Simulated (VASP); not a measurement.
# Ta (Im-3m) in VASP: further runs

Runs on Ta. Level: PBEsol. Tasks: single point, relaxation of cell and atoms.

Program: VASP 6.6.1. These are calculated values, not measurements. Logs are shortened: lines on timing, memory, paths and dates and some standing lists are left out, and cuts for length are marked.

### 1 The cell of the first run

It takes space group Im-3m (No. 229, cubic). Conventional cell: a = 3.282 Å, b = 3.282 Å, c = 3.282 Å, α = 90.00°, β = 90.00°, γ = 90.00°. Ta (site symmetry m-3m) has 14 Ta at 2.84 to 3.28 Å within 3.7 Å.

### 2 Single point, PBEsol

INCAR reads:

```
  PREC = Accurate
  ENCUT = 520
  EDIFF = 1E-6
  ISMEAR = 0
  SIGMA = 0.1
  LREAL = False
  LASPH = True
  NELM = 80
  ALGO = Fast
  ISIF = 2
  LWAVE = False
  LCHARG = False
  GGA = PS
  NBANDS = 12
```

KPOINTS reads:

```
regular mesh
0
Gamma
  16 16 16
```

POSCAR reads:

```
Ta
1.0
   -1.6411250889      1.6411250889      1.6411250889
    1.6411250889     -1.6411250889      1.6411250889
    1.6411250889      1.6411250889     -1.6411250889
Ta
1
Direct
    0.0000000000      0.0000000000      0.0000000000
```

Potentials or basis: VASP PAW PBE potentials, release 64 (Ta_pv).

On the command line:

```sh
cat potpaw_PBE.64/Ta_pv/POTCAR > POTCAR
mpirun -np 1 vasp_std > vasp.out
```

OUTCAR:

```text
PREC = Accurate
   ENCUT = 520
   EDIFF = 1E-6
   ISMEAR = 0
   LREAL = False
   LASPH = True
   NELM = 80
   ISIF = 2
   GGA = PS

 ion  position               nearest neighbor table
   1  0.000  0.000  0.000-

  LATTYP: Found a body centered cubic cell.
 ALAT       =     3.2822501778

  Lattice vectors:

 A1 = (  -1.6411250889,   1.6411250889,   1.6411250889)
 A2 = (   1.6411250889,  -1.6411250889,   1.6411250889)
 A3 = (   1.6411250889,   1.6411250889,  -1.6411250889)

Analysis of symmetry for initial positions (statically):
=====================================================================
 Subroutine PRICEL returns:
 Original cell was already a primitive cell.

 Routine SETGRP: Setting up the symmetry group for a
 body centered cubic supercell.

 Subroutine GETGRP returns: Found 48 space group operations
 (whereof 48 operations were pure point group operations)
 out of a pool of 48 trial point group operations.

The static configuration has the point symmetry O_h .

Analysis of symmetry for dynamics (positions and initial velocities):
=====================================================================
 Subroutine PRICEL returns:
 Original cell was already a primitive cell.

 Routine SETGRP: Setting up the symmetry group for a
 body centered cubic supercell.

 Subroutine GETGRP returns: Found 48 space group operations
 (whereof 48 operations were pure point group operations)
 out of a pool of 48 trial point group operations.

The dynamic configuration has the point symmetry O_h .

 Subroutine INISYM returns: Found 48 space group operations
 (whereof 48 operations are pure point group operations),
 and found     1 'primitive' translations

----------------------------------------------------------------------------------------

                                     Primitive cell

  volume of cell :      17.6801

  direct lattice vectors                    reciprocal lattice vectors
    -1.641125089  1.641125089  1.641125089     0.000000000  0.304669037  0.304669037
     1.641125089 -1.641125089  1.641125089     0.304669037  0.000000000  0.304669037
     1.641125089  1.641125089 -1.641125089     0.304669037  0.304669037  0.000000000

  length of vectors
     2.842512036  2.842512036  2.842512036     0.430867084  0.430867084  0.430867084

  position of ions in fractional coordinates (direct lattice)
     0.000000000  0.000000000  0.000000000

  ion indices of the primitive-cell ions
[... 81 lines left out ...]
   ISYM   =      2    0-nonsym 1-usesym 2-fastsym
   POTIM  = 0.5000    time-step for ionic-motion
   TEBEG  =    0.0;   TEEND  =   0.0 temperature during run
   PSTRESS=    0.0 pullay stress
   NELECT =      11.0000    total number of electrons
   NUPDOWN=      -1.0000    fix difference up-down
   EMIN   =  10.00;   EMAX   =-10.00  energy-range for DOS
   EFERMI =   0.00;   METHOD = LEGACY
   ISMEAR =     0;   SIGMA  =   0.10  broadening in eV -4-tet -1-fermi 0-gaus
   EFERMI_NEDOS =   21; number of points for ismear=-14 and -15
   IALGO  =     68    algorithm
   IMIX   =      4    mixing-type and parameters
     AMIX     =   0.40;   BMIX     =  1.00
     AMIX_MAG =   1.60;   BMIX_MAG =  1.00
  volume/ion in A,a.u.               =      17.68       119.31
  Fermi-wavevector in a.u.,A,eV,Ry     =   1.397582  2.641048 26.575391  1.953236
  Thomas-Fermi vector in A             =   2.520824
   LORBIT       =      0    0 simple, 1 ext, 2 COOP (PROOUT), +10 PAW based schemes
   GGA     = PS    functional components
   LHFCALC =     F    Hartree Fock is set to
   AEXX    =    0.0000 exact exchange contribution
   IVDW    =     0    specifies the selected vdW correction
   LEPSILON=     F    determine dielectric tensor
   LRPA    =     F    only Hartree local field effects (RPA)
 non-spin polarized calculation
 RMM-DIIS sequential band-by-band and
 Gauss-broadening in eV      SIGMA  =   0.10
  energy-cutoff  :      520.00
  volume of cell :       17.68
 maximum number of plane-waves:       490
 NGX is ok and might be reduce to    24
   NGX = 11   NGY = 11   NGZ = 11

 number of electron      11.0000002 magnetization

 Free energy of the ion-electron system (eV)
  ---------------------------------------------------
  ext. energy  EPLUGINS =         0.00000000
  ---------------------------------------------------
  free energy    TOTEN  =       -12.55067440 eV

  energy without entropy =      -12.54260004  energy(sigma->0) =      -12.54663722

 E-fermi :   5.4503     XC(G=0): -12.8243

 val. band max:        5.4406566621   @ k =   0.3125   0.1250   0.0625
 cond. band min:       5.4517680384   @ k =  -0.3125   0.4375   0.1250
 fundamental gap:      0.0111113763
 Fermi energy:         5.4503489165

 k-point     1 :       0.0000    0.0000    0.0000
  band No.  band energies     occupation
      1     -27.4838      2.00000
      2     -27.4838      2.00000
      3     -27.4838      2.00000
      4      -2.5289      2.00000
      5       6.1888      0.00000
      6       6.1888      0.00000
      7       6.1888      0.00000
      8       9.5261      0.00000
      9       9.5261      0.00000
     10      20.6006      0.00000
     11      20.6006      0.00000
     12      20.6006      0.00000
[... 331 lines left out ...]
 k-point    24 :       0.2500    0.1875    0.0000
  band No.  band energies     occupation
      1     -28.4720      2.00000
      2     -27.8929      2.00000
      3     -27.5926      2.00000
      4       1.7369      2.00000
      5       4.1688      2.00000
      6       4.8569      2.00000
      7       8.8634      0.00000
      8      10.4068      0.00000
      9      12.3688      0.00000
     10      18.5083      0.00000
     11      20.2064      0.00000
     12      21.3103      0.00000

 [... further k-points ...]

------------------------ aborting loop because EDIFF is reached ----------------------------------------

  FORCE on cell =-STRESS in cart. coord.  units (eV):
  Direction    XX          YY          ZZ          XY          YZ          ZX
  --------------------------------------------------------------------------------------
  -------------------------------------------------------------------------------------
  Total        0.0212885      0.0212885      0.0212885      0.0000000     -0.0000000      0.0000000
  in kB        1.9291683      1.9291683      1.9291683      0.0000000     -0.0000000      0.0000000
  external PRESSURE =       1.9291683 kB  Pullay stress =       0.0000000 kB

 VOLUME and BASIS-vectors are now :
 -----------------------------------------------------------------------------
  energy-cutoff  :      520.00
  volume of cell :       17.68
      direct lattice vectors                 reciprocal lattice vectors
    -1.641125089  1.641125089  1.641125089     0.000000000  0.304669037  0.304669037
     1.641125089 -1.641125089  1.641125089     0.304669037  0.000000000  0.304669037
     1.641125089  1.641125089 -1.641125089     0.304669037  0.304669037  0.000000000

 POSITION                                       TOTAL-FORCE (eV/Angst)
 -----------------------------------------------------------------------------------
      0.00000      0.00000      0.00000         0.000000      0.000000      0.000000
 -----------------------------------------------------------------------------------
    total drift:                               -0.000000      0.000000      0.000000

  FREE ENERGIE OF THE ION-ELECTRON SYSTEM (eV)
  ---------------------------------------------------
  free  energy   TOTEN  =       -12.5506743979 eV

  energy  without entropy=      -12.5426000396  energy(sigma->0) =      -12.54663722
```

Wall time 13 s (1 thread of Intel Xeon 6975P-C, shared host); peak memory 0.16 GiB.

What came out:

```yaml
Free_energy: -12.5507 eV
Pressure: 0.2 GPa
```

Caveat: the PAW data sets were made with another functional, which shifts forces and pressure a little; spin-orbit coupling is left out, which moves the levels of the heavy elements.

### 3 Relaxation of cell and atoms, PBEsol

This run uses another cell than the first one, of 18.13 Å³/atom, 1.026 times its volume.

INCAR reads:

```
SYSTEM = Ta
PREC = Accurate
ENCUT = 600
EDIFF = 1E-6
ISMEAR = 0
SIGMA = 0.1
LREAL = .False.
LASPH = .True.
NELM = 80
ALGO = Normal
ISIF = 3
LWAVE = .False.
LCHARG = .False.
GGA = PS
IBRION = 2
NSW = 80
EDIFFG = -0.005
```

KPOINTS reads:

```
regular mesh
0
Gamma
  16 16 16
  0 0 0
```

POSCAR reads:

```
Ta
1.0
   -1.6550000000      1.6550000000      1.6550000000
    1.6550000000     -1.6550000000      1.6550000000
    1.6550000000      1.6550000000     -1.6550000000
Ta
1
Direct
    0.0000000000      0.0000000000      0.0000000000
```

Potentials or basis: VASP PAW PBE potentials, release 64 (Ta_pv).

On the command line:

```sh
cat potpaw_PBE.64/Ta_pv/POTCAR > POTCAR
mpirun -np 1 vasp_std > vasp.out
```

Wall time 31 s (1 thread of Intel Xeon 6975P-C, shared host); peak memory 0.17 GiB.

The run converged. Its results:

```
Free energy                            : -12.5510 eV
Relaxed volume                         : 17.70 Å³/atom
Relaxed cell                           : a = 2.843 Å, b = 2.843 Å, c = 2.843 Å, α = 109.47°, β = 109.47°, γ = 109.47°
Space group after relaxing (to 0.05 Å) : Im-3m (No. 229)
Energy gained by relaxing              : 6.6 meV/atom
Ionic steps                            : 4
Pressure after relaxing                : 0.0 GPa
```

The path:
```
step  energy change (eV)  largest force (eV/Å)  pressure (GPa)  volume (Å³)
   1              0.0000                0.0000           -4.78        18.13
   2              0.0285                0.0000           12.42        16.75
   3             -0.0066                0.0000           -0.09        17.70
   4             -0.0066                0.0000            0.01        17.70
```

Final structure:
```xyz
1
Lattice="-1.6416 1.6416 1.6416 1.6416 -1.6416 1.6416 1.6416 1.6416 -1.6416" Properties=species:S:1:pos:R:3 pbc="T T T"
Ta    0.0000    0.0000    0.0000
```

Levels at points of the mesh, in eV from the Fermi level:
| k point | band 1 | band 2 | band 3 | band 4 | band 5 | band 6 | band 7 | band 8 | band 9 |
| --- | --- | --- | --- | --- | --- | --- | --- | --- | --- |
| (0.00, 0.00, 0.00) | -32.94 | -32.94 | -32.94 | -7.98 | 0.74 | 0.74 | 0.74 | 4.07 | 4.07 |
| (0.50, 0.00, 0.00) | -34.19 | -33.34 | -32.95 | -4.45 | -1.59 | 1.71 | 3.96 | 5.01 | 8.00 |
| (0.50, 0.50, 0.50) | -33.81 | -33.81 | -33.81 | -3.90 | -3.90 | 7.01 | 7.01 | 7.01 | 8.84 |

Caveat: the PAW data sets were made with another functional, which shifts forces and pressure a little; spin-orbit coupling is left out, which moves the levels of the heavy elements.
